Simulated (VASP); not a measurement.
Set up this calculation in VASP 6.6.1, as the native input.

```yaml
Task: single point
Functional: PBE
Dispersion: D3(BJ)
Potentials_or_basis: VASP PAW PBE potentials, release 64 (B, N)
Cutoff: 520 eV
k_mesh: 12 × 12 × 4
Occupations: methfessel-paxton, width 0.05 eV
Spin: no spin polarisation
Dipole_correction: no
Further_INCAR_settings: ALGO = Normal; EDIFF = 1e-06; NBANDS = 16
```

The structure of BN lies in POSCAR:

```
BN
1.0
    2.5061127838      0.0000000000      0.0000000000
   -1.2530563919      2.1703573356      0.0000000000
    0.0000000000      0.0000000000      6.5923998870
B N
2 2
Direct
   -0.1827139082     -0.0196741796      0.5000000000
    0.5030380379      0.6597229485      0.0000000000
    0.1750212322      0.0053584693      0.0000000000
    0.5016853781      0.3485174124      0.5000000000
```

This cell differs from its parent crystal: atoms displaced along a vibrational mode.

These files were run (other wordings do the same):

INCAR

```
PREC = Accurate
ENCUT = 520
EDIFF = 1E-6
ISMEAR = 1
SIGMA = 0.05
LREAL = False
LASPH = True
NELM = 80
ALGO = Normal
ISIF = 2
LWAVE = False
LCHARG = False
GGA = PE
IVDW = 12
NBANDS = 16
```

KPOINTS

```
Automatic mesh
0
Gamma
  12 12 4
```

Potentials or basis: VASP PAW PBE potentials, release 64 (B, N).

Launch:

```console
$ cat potpaw_PBE.64/B/POTCAR potpaw_PBE.64/N/POTCAR > POTCAR
$ mpirun -np 1 vasp_std > vasp.out
```

Results of the run:

The pressure is 1.6 GPa and the largest force is 3.463 eV/Å. The band gap on the k mesh is 3.64 eV (least direct gap 3.88 eV). The dispersion energy per atom is -0.142 eV.

Caveat: the cell differs from its parent crystal (atoms displaced along a vibrational mode); forces of over 1 eV/Å act on the atoms, so gaps and moduli don't describe the material at rest.

It took 59 s on 1 thread of Intel(R) Xeon(R) 6975P-C (Granite Rapids), on a shared host, peak memory 0.24 GiB.
